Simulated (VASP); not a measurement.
Runs of VASP 6.6.1 on Pt. The structure is that of space group P6_3/mmc (No. 194), or close to it. The cells are those of the table. This isn't the form of Pt at room conditions, which is fcc.

| cell | gap on the mesh (eV) | pressure (GPa) |
| --- | --- | --- |
| a = 2.974, b = 2.974, c = 4.130 Å, angles 90.0, 90.0, 120.0°, 2 atoms | none | 0.4 |
| a = 2.798, b = 2.798, c = 4.663 Å, angles 90.0, 90.0, 120.0°, 2 atoms | none | -6.3 |
| a = 2.716, b = 2.716, c = 4.951 Å, angles 90.0, 90.0, 120.0°, 2 atoms | none | (a) |
| a = 2.598, b = 2.598, c = 5.411 Å, angles 90.0, 90.0, 120.0°, 2 atoms | none | (b) |
| a = 2.674, b = 2.674, c = 5.107 Å, angles 90.0, 90.0, 120.0°, 2 atoms | none | -0.2 |

Alike in all rows: task single point; level r2SCAN; potentials or basis VASP PAW PBE potentials, release 64 (Pt); no spin polarisation; k mesh 24 × 24 × 12; cutoff (eV) 520; smearing gaussian 0.15 eV.

Problem. Fill in the values left out.

Solution. (a) -3.8; (b) 11.5.

Caveats: the PAW data sets were made with another functional, which shifts forces and pressure a little; spin-orbit coupling is left out, which moves the levels of the heavy elements; the cell stands under tension (at least some runs); the cell stands under pressure (at least some runs).

A k mesh can miss the band edges, and the runs leave out spin-orbit coupling on Pt.

A gap of «none» marks levels without a gap at the run's occupations.
